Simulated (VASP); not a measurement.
# AgBr (Fm-3m) in VASP: further runs, part 2 of 2

VASP 6.6.1.

## Step 5: Single point, LDA

This run uses another cell than the first one, of 24.21 Å³/atom, 1.112 times its volume.

INCAR

```
SYSTEM = AgBr
PREC = Accurate
ENCUT = 500
EDIFF = 1E-6
ISMEAR = 0
SIGMA = 0.01
LREAL = .False.
LASPH = .True.
NELM = 120
ALGO = Normal
ISIF = 2
LWAVE = .False.
LCHARG = .True.
GGA = CA
LELF = .True.
LVHAR = .True.
NBANDS = 16
GGA_COMPAT = .False.
```

KPOINTS

```
Automatic mesh
0
Gamma
  8 8 8
  0 0 0
```

POSCAR

```
AgBr
1.0
    0.0000000000      2.8927623052      2.8927623052
    2.8927623052      0.0000000000      2.8927623052
    2.8927623052      2.8927623052      0.0000000000
Ag Br
1 1
Direct
    0.0000000000      0.0000000000      0.0000000000
    0.5000000000      0.5000000000      0.5000000000
```

Potentials or basis: VASP PAW LDA potentials, release 64 (Ag, Br).

On the command line:

```
cat potpaw_LDA.64/Ag/POTCAR potpaw_LDA.64/Br/POTCAR > POTCAR
mpirun -np 1 vasp_std > vasp.out
```

OUTCAR:

```text
SYSTEM = AgBr
   PREC = Accurate
   ENCUT = 500
   EDIFF = 1E-6
   ISMEAR = 0
   LREAL = .False.
   LASPH = .True.
   NELM = 120
   ISIF = 2
   GGA = CA

 ion  position               nearest neighbor table
   1  0.000  0.000  0.000-   2 2.89   2 2.89   2 2.89   2 2.89   2 2.89   2 2.89
   2  0.500  0.500  0.500-   1 2.89   1 2.89   1 2.89   1 2.89   1 2.89   1 2.89

  LATTYP: Found a face centered cubic cell.
 ALAT       =     5.7855246104

  Lattice vectors:

 A1 = (   0.0000000000,   2.8927623052,   2.8927623052)
 A2 = (   2.8927623052,   0.0000000000,   2.8927623052)
 A3 = (   2.8927623052,   2.8927623052,   0.0000000000)

Analysis of symmetry for initial positions (statically):
=====================================================================
 Subroutine PRICEL returns:
 Original cell was already a primitive cell.

 Routine SETGRP: Setting up the symmetry group for a
 face centered cubic supercell.

 Subroutine GETGRP returns: Found 48 space group operations
 (whereof 48 operations were pure point group operations)
 out of a pool of 48 trial point group operations.

The static configuration has the point symmetry O_h .

Analysis of symmetry for dynamics (positions and initial velocities):
=====================================================================
 Subroutine PRICEL returns:
 Original cell was already a primitive cell.

 Routine SETGRP: Setting up the symmetry group for a
 face centered cubic supercell.

 Subroutine GETGRP returns: Found 48 space group operations
 (whereof 48 operations were pure point group operations)
 out of a pool of 48 trial point group operations.

The dynamic configuration has the point symmetry O_h .

 Subroutine INISYM returns: Found 48 space group operations
 (whereof 48 operations are pure point group operations),
 and found     1 'primitive' translations

----------------------------------------------------------------------------------------

                                     Primitive cell

  volume of cell :      48.4137

  direct lattice vectors                    reciprocal lattice vectors
[... 109 lines left out ...]
  Fermi-wavevector in a.u.,A,eV,Ry     =   1.177180  2.224548 18.854315  1.385753
  Thomas-Fermi vector in A             =   2.313531
   LORBIT       =      0    0 simple, 1 ext, 2 COOP (PROOUT), +10 PAW based schemes
   GGA     = CA    functional components
   LHFCALC =     F    Hartree Fock is set to
   AEXX    =    0.0000 exact exchange contribution
   IVDW    =     0    specifies the selected vdW correction
   LEPSILON=     F    determine dielectric tensor
   LRPA    =     F    only Hartree local field effects (RPA)
 non-spin polarized calculation
 Gauss-broadening in eV      SIGMA  =   0.01
  energy-cutoff  :      500.00
  volume of cell :       48.41
 maximum number of plane-waves:      1249
 NGX is ok and might be reduce to    30
   NGX = 15   NGY = 15   NGZ = 15

 number of electron      18.0000004 magnetization

 Free energy of the ion-electron system (eV)
  ---------------------------------------------------
  ext. energy  EPLUGINS =         0.00000000
  ---------------------------------------------------
  free energy    TOTEN  =        -6.32858048 eV

  energy without entropy =       -6.32858048  energy(sigma->0) =       -6.32858048

 E-fermi :   3.2532     XC(G=0): -10.1593

 val. band max:        3.2013417965   @ k =   0.5000   0.0000   0.0000
 cond. band min:       3.6153511813   @ k =   0.0000   0.0000   0.0000
 fundamental gap:      0.4140093848
 Fermi energy:         3.2531721887

 k-point     1 :       0.0000    0.0000    0.0000
  band No.  band energies     occupation
      1     -11.7446      2.00000
      2       0.4342      2.00000
      3       0.4342      2.00000
      4       0.4360      2.00000
      5       0.4360      2.00000
      6       0.4360      2.00000
[... 433 lines left out ...]
      3      -0.7857      2.00000
      4      -0.7571      2.00000
      5       0.6846      2.00000
      6       0.7409      2.00000
[... 8 lines left out ...]
     15      15.5655      0.00000
     16      17.3606      0.00000

 [... further k-points ...]

------------------------ aborting loop because EDIFF is reached ----------------------------------------

  FORCE on cell =-STRESS in cart. coord.  units (eV):
  Direction    XX          YY          ZZ          XY          YZ          ZX
  --------------------------------------------------------------------------------------
  -------------------------------------------------------------------------------------
  Total       -1.5155217     -1.5155217     -1.5155217      0.0000000      0.0000000      0.0000000
  in kB      -50.1538749    -50.1538749    -50.1538749      0.0000000      0.0000000      0.0000000
  external PRESSURE =     -50.1538749 kB  Pullay stress =       0.0000000 kB

 VOLUME and BASIS-vectors are now :
 -----------------------------------------------------------------------------
  energy-cutoff  :      500.00
  volume of cell :       48.41
      direct lattice vectors                 reciprocal lattice vectors
     0.000000000  2.892762305  2.892762305    -0.172845173  0.172845173  0.172845173
     2.892762305  0.000000000  2.892762305     0.172845173 -0.172845173  0.172845173
     2.892762305  2.892762305  0.000000000     0.172845173  0.172845173 -0.172845173

 POSITION                                       TOTAL-FORCE (eV/Angst)
 -----------------------------------------------------------------------------------
      0.00000      0.00000      0.00000         0.000000      0.000000     -0.000000
      2.89276      2.89276      2.89276        -0.000000     -0.000000      0.000000
 -----------------------------------------------------------------------------------
    total drift:                               -0.000000      0.000000      0.000000

  FREE ENERGIE OF THE ION-ELECTRON SYSTEM (eV)
  ---------------------------------------------------
  free  energy   TOTEN  =        -6.3285804815 eV

  energy  without entropy=       -6.3285804815  energy(sigma->0) =       -6.32858048
```

OSZICAR:

```text
N       E                     dE             d eps       ncg     rms          rms(c)
DAV:   1     0.967381921415E+02    0.96738E+02   -0.80432E+03   928   0.955E+02
DAV:   2    -0.285322436988E+01   -0.99591E+02   -0.92410E+02  1120   0.212E+02
DAV:   3    -0.642400522864E+01   -0.35708E+01   -0.35612E+01  1128   0.419E+01
DAV:   4    -0.644365462650E+01   -0.19649E-01   -0.19648E-01  1192   0.338E+00
DAV:   5    -0.644383839006E+01   -0.18376E-03   -0.18376E-03  1120   0.318E-01    0.578E+00
DAV:   6    -0.633624742970E+01    0.10759E+00   -0.20325E-01  1160   0.633E+00    0.394E+00
DAV:   7    -0.633016044764E+01    0.60870E-02   -0.36034E-02   984   0.132E+00    0.156E+00
DAV:   8    -0.632867843975E+01    0.14820E-02   -0.26701E-03  1224   0.495E-01    0.244E-01
DAV:   9    -0.632857807826E+01    0.10036E-03   -0.28577E-04  1096   0.199E-01    0.442E-02
DAV:  10    -0.632857916709E+01   -0.10888E-05   -0.13412E-05  1136   0.529E-02    0.173E-02
DAV:  11    -0.632858068105E+01   -0.15140E-05   -0.37584E-06  1072   0.141E-02    0.433E-03
DAV:  12    -0.632858048150E+01    0.19955E-06   -0.30376E-07   544   0.496E-03
   1 F= -.63285805E+01 E0= -.63285805E+01  d E =-.189838E-15
```

Wall time 18 s (1 thread of Intel Xeon Platinum 8488C (Sapphire Rapids), shared host); peak memory 0.15 GiB.

What came out:

```
Free energy            : -6.3286 eV
Pressure               : -5.0 GPa
Band gap on the k mesh : 0.41 eV, indirect (least direct gap 2.26 eV)
```

Levels at points of the mesh, in eV from the valence-band top:
```csv
k point,band 5,band 6,band 7,band 8,band 9,band 10,band 11,band 12,band 13,band 14
"(0.00, 0.00, 0.00)",-2.77,-2.77,-1.84,-1.84,-1.84,0.41,9.83,9.83,9.83,10.93
"(0.50, 0.00, 0.00)",-2.47,-2.47,-2.13,0.00,0.00,3.56,6.27,6.62,6.62,11.96
"(0.50, 0.50, 0.00)",-2.74,-2.61,-2.37,-2.37,-2.29,1.42,6.96,8.74,10.68,10.68
```

A k mesh can miss the band edges. Expect the measured gap to be larger: semilocal functionals such as LDA lack the derivative discontinuity.

## Step 6: The runs side by side

```tsv
level	potentials or basis	cell	smearing	gap on the mesh (eV)	pressure (GPa)
LDA	VASP PAW LDA potentials, release 64 (Ag, Br)	a = 3.949 Å, angles 60.0°, 2 atoms	fermi-dirac 0.02 eV	0.42	0.1
PBEsol	VASP PAW PBE potentials, release 64 (Ag, Br)	a = 4.012 Å, angles 60.0°, 2 atoms	fermi-dirac 0.02 eV	0.50	0.0
PBE	VASP PAW PBE potentials, release 64 (Ag, Br)	a = 4.091 Å, angles 60.0°, 2 atoms	fermi-dirac 0.02 eV	0.68	1.2
LDA	VASP PAW LDA potentials, release 64 (Ag, Br)	a = 4.091 Å, angles 60.0°, 2 atoms	gaussian 0.01 eV	0.41	-5.0
```

Alike in all rows: task single point; no spin polarisation; k mesh 8 × 8 × 8; cutoff (eV) 500.

Caveats: the PAW data sets were made with another functional, which shifts forces and pressure a little (some runs).

Absolute energies hang on the potentials; compare differences alone.
